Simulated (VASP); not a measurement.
# AlN (P6_3mc) in VASP: a series of runs

AlN is run at these levels: PBE; tasks: single point.

Everything below comes from runs of VASP 6.6.1. Logs are shortened: lines on timing, memory, paths and dates and some standing lists are left out, and cuts for length are marked.

**1. The cell of the first run**

The structure is hexagonal, space group P6_3mc (No. 186). Conventional cell: a = 3.132 Å, b = 3.132 Å, c = 5.011 Å, α = 90.00°, β = 90.00°, γ = 120.00°. Al (site symmetry 3m) has 4 N at 1.90 to 1.93 Å within 2.5 Å. N (site symmetry 3m) has 4 Al at 1.90 to 1.93 Å within 2.5 Å.

**2. Single point, PBE (volume scaled by 1.02)**

Contents of INCAR:

```
SYSTEM = AlN
ALGO = Normal ; EDIFF = 1E-7
ENCUT = 520 ; GGA = PE
ISIF = 2 ; ISMEAR = -1
LASPH = .TRUE. ; LCHARG = .TRUE.
LELF = .TRUE. ; LREAL = .FALSE.
LVHAR = .TRUE. ; LWAVE = .FALSE.
NBANDS = 16 ; NELM = 100
PREC = Accurate ; SIGMA = 0.02
```

Contents of KPOINTS:

```
k-points
0
G
  11 11 6
  0 0 0
```

Contents of POSCAR:

```
AlN
1.0
    3.1316054153      0.0000000000      0.0000000000
   -1.5658027076      2.7120498443      0.0000000000
    0.0000000000      0.0000000000      5.0109678482
Al N
2 2
Direct
    0.3333333333      0.6666666667      0.0000000000
    0.6666666667      0.3333333333      0.5000000000
    0.3333333333      0.6666666667      0.3850000000
    0.6666666667      0.3333333333      0.8850000000
```

Potentials or basis: VASP PAW PBE potentials, release 64 (Al, N).

The run is started by

```bash
cat potpaw_PBE.64/Al/POTCAR potpaw_PBE.64/N/POTCAR > POTCAR
mpirun -np 1 vasp_std > vasp.out
```

OUTCAR:

```text
SYSTEM = AlN
   EDIFF = 1E-7
   ENCUT = 520
   GGA = PE
   ISIF = 2
   ISMEAR = -1
   LASPH = .TRUE.
   LREAL = .FALSE.
   NELM = 100
   PREC = Accurate

 ion  position               nearest neighbor table
   1  0.333  0.667  0.000-   4 1.90   4 1.90   4 1.90   3 1.93   2 3.09   2 3.09   2 3.09   2 3.09
                             2 3.09   2 3.09
   2  0.667  0.333  0.500-   3 1.90   3 1.90   3 1.90   4 1.93   1 3.09   1 3.09   1 3.09   1 3.09
                             1 3.09   1 3.09
   3  0.333  0.667  0.385-   2 1.90   2 1.90   2 1.90   1 1.93
   4  0.667  0.333  0.885-   1 1.90   1 1.90   1 1.90   2 1.93

  LATTYP: Found a hexagonal cell.
 ALAT       =     3.1316054153
 C/A-ratio  =     1.6001274694

  Lattice vectors:

 A1 = (   3.1316054153,   0.0000000000,   0.0000000000)
 A2 = (  -1.5658027076,   2.7120498443,   0.0000000000)
 A3 = (   0.0000000000,   0.0000000000,   5.0109678482)

Analysis of symmetry for initial positions (statically):
=====================================================================
 Subroutine PRICEL returns:
 Original cell was already a primitive cell.

 Routine SETGRP: Setting up the symmetry group for a
 hexagonal supercell.

 Subroutine GETGRP returns: Found 12 space group operations
 (whereof  6 operations were pure point group operations)
 out of a pool of 24 trial point group operations.

The static configuration has the point symmetry C_3v.
 The point group associated with its full space group is C_6v.

Analysis of symmetry for dynamics (positions and initial velocities):
=====================================================================
 Subroutine PRICEL returns:
 Original cell was already a primitive cell.

 Routine SETGRP: Setting up the symmetry group for a
 hexagonal supercell.

 Subroutine GETGRP returns: Found 12 space group operations
 (whereof  6 operations were pure point group operations)
 out of a pool of 24 trial point group operations.

The dynamic configuration has the point symmetry C_3v.
 The point group associated with its full space group is C_6v.

 Subroutine INISYM returns: Found 12 space group operations
 (whereof  6 operations are pure point group operations),
 and found     1 'primitive' translations

----------------------------------------------------------------------------------------

                                     Primitive cell

  volume of cell :      42.5585

  direct lattice vectors                    reciprocal lattice vectors
     3.131605415  0.000000000  0.000000000     0.319325032  0.184362393  0.000000000
    -1.565802708  2.712049844  0.000000000     0.000000000  0.368724787  0.000000000
     0.000000000  0.000000000  5.010967848     0.000000000  0.000000000  0.199562246

  length of vectors
     3.131605415  3.131605415  5.010967848     0.368724787  0.368724787  0.199562246

  position of ions in fractional coordinates (direct lattice)
     0.333333333  0.666666667  0.000000000
     0.666666667  0.333333333  0.500000000
     0.333333333  0.666666667  0.385000000
     0.666666667  0.333333333  0.885000000

  ion indices of the primitive-cell ions
   primitive index   ion index
                 1           1
                 2           2
                 3           3
                 4           4

----------------------------------------------------------------------------------------

 KPOINTS: k-points

Automatic generation of k-mesh.
 Grid dimensions read from file:
 generate k-points for:   11   11    6

 Generating k-lattice:

  Cartesian coordinates                     Fractional coordinates (reciprocal lattice)
     0.029029548  0.016760218  0.000000000     0.090909091  0.000000000  0.000000000
     0.000000000  0.033520435  0.000000000     0.000000000  0.090909091  0.000000000
     0.000000000  0.000000000  0.033260374     0.000000000  0.000000000  0.166666667

  Length of vectors
     0.033520435  0.033520435  0.033260374

  Shift w.r.t. Gamma in fractional coordinates (k-lattice)
     0.000000000  0.000000000  0.000000000

 Subroutine IBZKPT returns following result:
 ===========================================

 Found     64 irreducible k-points:

 Following reciprocal coordinates:
            Coordinates               Weight
  0.000000  0.000000  0.000000      1.000000
  0.090909  0.000000  0.000000      6.000000
  0.181818  0.000000  0.000000      6.000000
  0.272727  0.000000  0.000000      6.000000
  0.363636  0.000000  0.000000      6.000000
  0.454545  0.000000  0.000000      6.000000
[... 16 lines left out ...]
  0.090909  0.090909  0.166667     12.000000
  0.181818  0.090909  0.166667     24.000000
 [... further k-points ...]
   k-points           NKPTS =     64   k-points in BZ     NKDIM =     64   number of bands    NBANDS=     16
   number of dos      NEDOS =    301   number of ions     NIONS =      4
   total plane-waves  NPLWV =  23040
   dimension x,y,z NGX =    24 NGY =   24 NGZ =   40
   dimension x,y,z NGXF=    48 NGYF=   48 NGZF=   80
   ions per type =               2   2
   NGX,Y,Z   is equivalent  to a cutoff of  12.74, 12.74, 13.27 a.u.
   NGXF,Y,Z  is equivalent  to a cutoff of  25.48, 25.48, 26.54 a.u.
 SYSTEM =  AlN
   PREC   = accura    normal or accurate (medium, high low for compatibility)
   ISTART =      0    job   : 0-new  1-cont  2-samecut
   ICHARG =      2    charge: 1-file 2-atom 10-const
   ISPIN  =      1    spin polarized calculation?
   LNONCOLLINEAR =      F non collinear calculations
   LSORBIT =      F    spin-orbit coupling
   LASPH  =      T    aspherical Exc in radial PAW
   ENCUT  =  520.0 eV  38.22 Ry    6.18 a.u.   5.82  5.82  9.32*2*pi/ulx,y,z
   NELM   =    100;   NELMIN=  2; NELMDL= -5     # of ELM steps
   EDIFF  = 0.1E-06   stopping-criterion for ELM
   LREAL  =      F    real-space projection
   EDIFFG = 0.1E-05   stopping-criterion for IOM
   NSW    =      0    number of steps for IOM
   IBRION =     -1    ionic relax: 0-MD 1-quasi-New 2-CG
   NFREE  =      0    steps in history (QN), initial steepest desc. (CG)
   ISIF   =      2    stress and relaxation
   ISYM   =      2    0-nonsym 1-usesym 2-fastsym
   POTIM  = 0.5000    time-step for ionic-motion
   TEBEG  =    0.0;   TEEND  =   0.0 temperature during run
   PSTRESS=    0.0 pullay stress
   NELECT =      16.0000    total number of electrons
   NUPDOWN=      -1.0000    fix difference up-down
   EMIN   =  10.00;   EMAX   =-10.00  energy-range for DOS
   EFERMI =   0.00;   METHOD = LEGACY
   ISMEAR =    -1;   SIGMA  =   0.02  broadening in eV -4-tet -1-fermi 0-gaus
   EFERMI_NEDOS =   21; number of points for ismear=-14 and -15
   IALGO  =     38    algorithm
   IMIX   =      4    mixing-type and parameters
     AMIX     =   0.40;   BMIX     =  1.00
     AMIX_MAG =   1.60;   BMIX_MAG =  1.00
  volume/ion in A,a.u.               =      10.64        71.80
  Fermi-wavevector in a.u.,A,eV,Ry     =   1.181552  2.232809 18.994609  1.396064
  Thomas-Fermi vector in A             =   2.317823
   LORBIT       =      0    0 simple, 1 ext, 2 COOP (PROOUT), +10 PAW based schemes
   GGA     = PE    functional components
   LHFCALC =     F    Hartree Fock is set to
   AEXX    =    0.0000 exact exchange contribution
   IVDW    =     0    specifies the selected vdW correction
   LEPSILON=     F    determine dielectric tensor
   LRPA    =     F    only Hartree local field effects (RPA)
 non-spin polarized calculation
  energy-cutoff  :      520.00
  volume of cell :       42.56
 maximum number of plane-waves:      1170
 NGX is ok and might be reduce to    24
   NGX = 11   NGY = 11   NGZ = 19

 number of electron      15.9999999 magnetization

 Free energy of the ion-electron system (eV)
  ---------------------------------------------------
  ext. energy  EPLUGINS =         0.00000000
  ---------------------------------------------------
  free energy    TOTEN  =       -29.77755250 eV

  energy without entropy =      -29.77755250  energy(sigma->0) =      -29.77755250

 E-fermi :   6.4750     XC(G=0): -10.8291

 val. band max:        6.0305349144   @ k =   0.0000   0.0000   0.0000
 cond. band min:      10.0215120543   @ k =   0.0000   0.0000   0.0000
 fundamental gap:      3.9909771398
 Fermi energy:         6.4749803378

 k-point     1 :       0.0000    0.0000    0.0000
  band No.  band energies     occupation
      1      -9.1017      2.00000
      2      -7.0124      2.00000
      3       0.0870      2.00000
      4       5.0931      2.00000
      5       5.0931      2.00000
      6       5.7409      2.00000
[... 8 lines left out ...]
     15      18.9042      0.00000
     16      18.9042      0.00000

 k-point     2 :       0.0909    0.0000    0.0000
  band No.  band energies     occupation
      1      -8.9988      2.00000
      2      -6.9544      2.00000
      3       0.2104      2.00000
      4       4.6150      2.00000
      5       4.9592      2.00000
      6       5.2617      2.00000
[... 8 lines left out ...]
     15      18.9219      0.00000
     16      18.9995      0.00000

 k-point     3 :       0.1818    0.0000    0.0000
  band No.  band energies     occupation
      1      -8.7009      2.00000
      2      -6.7991      2.00000
      3       0.5728      2.00000
      4       3.4900      2.00000
      5       4.2889      2.00000
      6       4.6542      2.00000
[... 8 lines left out ...]
     15      18.0625      0.00000
     16      18.5856      0.00000

 k-point     4 :       0.2727    0.0000    0.0000
  band No.  band energies     occupation
      1      -8.2452      2.00000
      2      -6.6063      2.00000
      3       1.1467      2.00000
      4       2.2452      2.00000
      5       3.2648      2.00000
      6       4.3210      2.00000
[... 8 lines left out ...]
     15      17.8420      0.00000
     16      19.3874      0.00000
[... 324 lines left out ...]
 k-point    22 :       0.4545    0.0000    0.1667
  band No.  band energies     occupation
      1      -7.2118      2.00000
      2      -6.5378      2.00000
      3       0.5081      2.00000
      4       1.5443      2.00000
      5       2.9908      2.00000
      6       3.9848      2.00000
[... 8 lines left out ...]
     15      18.1216      0.00000
     16      20.9044      0.00000

 k-point    23 :       0.0909    0.0909    0.1667
  band No.  band energies     occupation
      1      -8.6985      2.00000
      2      -7.0277      2.00000
      3       0.7552      2.00000
      4       4.0671      2.00000
      5       4.1109      2.00000
      6       4.8818      2.00000
[... 8 lines left out ...]
     15      18.3087      0.00000
     16      19.0528      0.00000

 k-point    24 :       0.1818    0.0909    0.1667
  band No.  band energies     occupation
      1      -8.3272      2.00000
      2      -6.8247      2.00000
      3       1.0970      2.00000
      4       2.9679      2.00000
      5       3.3579      2.00000
      6       4.4606      2.00000
[... 8 lines left out ...]
     15      18.2084      0.00000
     16      19.3012      0.00000

 [... further k-points ...]

------------------------ aborting loop because EDIFF is reached ----------------------------------------

  FORCE on cell =-STRESS in cart. coord.  units (eV):
  Direction    XX          YY          ZZ          XY          YZ          ZX
  --------------------------------------------------------------------------------------
  -------------------------------------------------------------------------------------
  Total        0.0610687      0.0610687     -0.2865072      0.0000000      0.0000000      0.0000000
  in kB        2.2990217      2.2990217    -10.7859863      0.0000000      0.0000000      0.0000000
  external PRESSURE =      -2.0626476 kB  Pullay stress =       0.0000000 kB

 VOLUME and BASIS-vectors are now :
 -----------------------------------------------------------------------------
  energy-cutoff  :      520.00
  volume of cell :       42.56
      direct lattice vectors                 reciprocal lattice vectors
     3.131605415  0.000000000  0.000000000     0.319325032  0.184362393  0.000000000
    -1.565802708  2.712049844  0.000000000     0.000000000  0.368724787  0.000000000
     0.000000000  0.000000000  5.010967848     0.000000000  0.000000000  0.199562246

 POSITION                                       TOTAL-FORCE (eV/Angst)
 -----------------------------------------------------------------------------------
     -0.00000      1.80803      0.00000        -0.000000      0.000000      0.180260
      1.56580      0.90402      2.50548         0.000000      0.000000      0.180260
     -0.00000      1.80803      1.92922        -0.000000      0.000000     -0.180260
      1.56580      0.90402      4.43471         0.000000     -0.000000     -0.180260
 -----------------------------------------------------------------------------------
    total drift:                               -0.000000      0.000000      0.000672

  FREE ENERGIE OF THE ION-ELECTRON SYSTEM (eV)
  ---------------------------------------------------
  free  energy   TOTEN  =       -29.7775525042 eV

  energy  without entropy=      -29.7775525042  energy(sigma->0) =      -29.77755250
```

Run time: 18 s. Hardware: 1 thread of Intel Xeon Platinum 8488C (Sapphire Rapids), shared host; peak memory 0.17 GiB.

What came out:

* Free energy: -29.7776 eV
* Pressure: -0.2 GPa
* Largest force: 0.180 eV/Å
* Band gap on the k mesh: 3.99 eV, direct

Forces on the atoms (eV/Å):
```
Al   0.000  0.000  0.180
Al   0.000  0.000  0.180
N    0.000  0.000 -0.180
N    0.000  0.000 -0.180
```

**3. Single point, PBE (volume scaled by 1.06)**

Contents of INCAR:

```
SYSTEM = AlN
PREC = Accurate
ENCUT = 520
EDIFF = 1E-6
ISMEAR = -1
SIGMA = 0.02
LREAL = .False.
LASPH = .True.
NELM = 100
ALGO = Normal
ISIF = 2
LWAVE = .False.
LCHARG = .True.
GGA = PE
LELF = .True.
LVHAR = .True.
NBANDS = 16
```

Contents of KPOINTS:

```
regular mesh
0
Gamma
  11 11 6
  0 0 0
```

Contents of POSCAR:

```
AlN
1.0
    3.1720176844      0.0000000000      0.0000000000
   -1.5860088422      2.7470478959      0.0000000000
    0.0000000000      0.0000000000      5.0756326300
Al N
2 2
Direct
    0.3333333333      0.6666666667      0.0000000000
    0.6666666667      0.3333333333      0.5000000000
    0.3333333333      0.6666666667      0.3850000000
    0.6666666667      0.3333333333      0.8850000000
```

Potentials or basis: VASP PAW PBE potentials, release 64 (Al, N).

The run is started by

```bash
cat potpaw_PBE.64/Al/POTCAR potpaw_PBE.64/N/POTCAR > POTCAR
mpirun -np 1 vasp_std > vasp.out
```

Run time: 17 s. Hardware: 1 thread of Intel Xeon Platinum 8488C (Sapphire Rapids), shared host; peak memory 0.17 GiB.

It converged, with:

* Free energy: -29.7390 eV
* Pressure: -7.1 GPa
* Largest force: 0.178 eV/Å
* Band gap on the k mesh: 3.66 eV, direct

Forces on the atoms (eV/Å):
```
Al   0.000  0.000  0.178
Al   0.000  0.000  0.178
N    0.000  0.000 -0.178
N    0.000  0.000 -0.178
```

Stress tensor (GPa, compression positive):
```
-6.96  0.00  0.00
 0.00 -6.96  0.00
 0.00  0.00 -7.41
```

Levels at points of the mesh, in eV from the valence-band top:
| k point | band 5 | band 6 | band 7 | band 8 | band 9 | band 10 | band 11 | band 12 |
| --- | --- | --- | --- | --- | --- | --- | --- | --- |
| (0.00, 0.00, 0.00) | -0.92 | -0.28 | -0.28 | 0.00 | 3.66 | 6.11 | 10.14 | 10.67 |
| (0.00, 0.00, 0.50) | -0.61 | -0.61 | -0.61 | -0.61 | 5.94 | 5.94 | 9.81 | 9.81 |

 A k mesh can miss the band edges.

**4. Single point, PBE (zz strain of -2 %)**

Contents of INCAR:

```
SYSTEM = AlN
ALGO = Normal ; EDIFF = 1E-7
ENCUT = 520 ; GGA = PE
ISIF = 2 ; ISMEAR = -1
LASPH = .TRUE. ; LCHARG = .FALSE.
LREAL = .FALSE. ; LWAVE = .FALSE.
NBANDS = 16 ; NELM = 60
PREC = Accurate ; SIGMA = 0.02
```

Contents of KPOINTS:

```
k-points
0
G
  11 11 6
  0 0 0
```

Contents of POSCAR:

```
AlN
1.0
    3.1110021516      0.0000000000      0.0000000000
   -1.5555010758      2.6942068945      0.0000000000
    0.0000000000      0.0000000000      4.8784400000
Al N
2 2
Direct
    0.3333333333      0.6666666667      0.0000000000
    0.6666666667      0.3333333333      0.5000000000
    0.3333333333      0.6666666667      0.3850000000
    0.6666666667      0.3333333333      0.8850000000
```

The run is started by

```bash
cat potpaw_PBE.64/Al/POTCAR potpaw_PBE.64/N/POTCAR > POTCAR
mpirun -np 1 vasp_std > vasp.out
```

It took 20 s on 1 thread of Intel Xeon Platinum 8488C (Sapphire Rapids), shared host; peak memory 0.16 GiB.

It converged, with:

```yaml
Free_energy: -29.7301 eV
Pressure: 7.9 GPa
Largest_force: 0.092 eV/Å
Band_gap_on_the_k_mesh: 4.29 eV, direct
```

Forces in eV/Å, atoms in the order of the input:
```
Al   0.000  0.000 -0.092
Al   0.000  0.000 -0.092
N    0.000  0.000  0.092
N    0.000  0.000  0.092
```

Stress tensor (GPa, compression positive):
```
 5.90  0.00  0.00
 0.00  5.90  0.00
 0.00  0.00 12.04
```

Levels at points of the mesh, in eV from the valence-band top:
| k point | band 6 | band 7 | band 8 | band 9 | band 10 | band 11 |
| --- | --- | --- | --- | --- | --- | --- |
| (0.00, 0.00, 0.00) | -0.38 | -0.38 | 0.00 | 4.29 | 6.54 | 10.81 |
| (0.00, 0.00, 0.50) | -0.75 | -0.75 | -0.75 | 6.47 | 6.47 | 10.47 |

Caveat: the cell differs from its parent crystal (zz strain of -2 %). A k mesh can miss the band edges.

**5. Single point, PBE (zz strain of +1 %)**

Contents of INCAR:

```
SYSTEM = AlN
ALGO = Normal ; EDIFF = 1E-6
ENCUT = 520 ; GGA = PE
ISIF = 2 ; ISMEAR = -1
LASPH = .True. ; LCHARG = .False.
LREAL = .False. ; LWAVE = .False.
NBANDS = 16 ; NELM = 60
PREC = Accurate ; SIGMA = 0.02
```

Contents of KPOINTS:

```
k-points
0
Gamma
  11 11 6
  0 0 0
```

Changes to POSCAR since step 4:

```diff
@@ -4,3 +4,3 @@
    -1.5555010758      2.6942068945      0.0000000000
-    0.0000000000      0.0000000000      4.8784400000
+    0.0000000000      0.0000000000      5.0277800000
 Al N
```

The run is started by

```bash
cat potpaw_PBE.64/Al/POTCAR potpaw_PBE.64/N/POTCAR > POTCAR
mpirun -np 1 vasp_std > vasp.out
```

Run time: 16 s. Hardware: 1 thread of Intel Xeon Platinum 8488C (Sapphire Rapids), shared host; peak memory 0.17 GiB.

The run converged. Its results:

| Item | Value |
| --- | --- |
| Free energy | -29.7694 eV |
| Pressure | 1.9 GPa |
| Largest force | 0.283 eV/Å |
| Band gap on the k mesh | 4.10 eV, direct |

Forces on the atoms (eV/Å):
```
Al   0.000  0.000  0.283
Al   0.000  0.000  0.283
N    0.000  0.000 -0.283
N    0.000  0.000 -0.283
```

Stress tensor (GPa, compression positive):
```
 3.70  0.00  0.00
 0.00  3.70  0.00
 0.00  0.00 -1.62
```

Levels at points of the mesh, in eV from the valence-band top:
```tsv
k point	band 5	band 6	band 7	band 8	band 9	band 10	band 11	band 12
(0.00, 0.00, 0.00)	-0.87	-0.25	-0.25	0.00	4.10	6.66	10.51	11.14
(0.00, 0.00, 0.50)	-0.57	-0.57	-0.57	-0.57	6.42	6.42	10.19	10.19
```

Caveat: the cell differs from its parent crystal (zz strain of +1 %). A k mesh can miss the band edges.

**6. Overview**

| cell | gap on the mesh (eV) | pressure (GPa) | largest force (eV/Å) |
| --- | --- | --- | --- |
| a = 3.132, b = 3.132, c = 5.011 Å, angles 90.0, 90.0, 120.0°, 4 atoms | 3.99 | -0.2 | 0.18 |
| a = 3.172, b = 3.172, c = 5.076 Å, angles 90.0, 90.0, 120.0°, 4 atoms | 3.66 | -7.1 | 0.18 |
| a = 3.111, b = 3.111, c = 4.878 Å, angles 90.0, 90.0, 120.0°, 4 atoms | 4.29 | 7.9 | 0.09 |
| a = 3.111, b = 3.111, c = 5.028 Å, angles 90.0, 90.0, 120.0°, 4 atoms | 4.10 | 1.9 | 0.28 |

Alike in all rows: task single point; level PBE; potentials or basis VASP PAW PBE potentials, release 64 (Al, N); no spin polarisation; k mesh 11 × 11 × 6; cutoff (eV) 520; smearing fermi-dirac 0.02 eV.

Absolute energies hang on the potentials; compare differences alone.
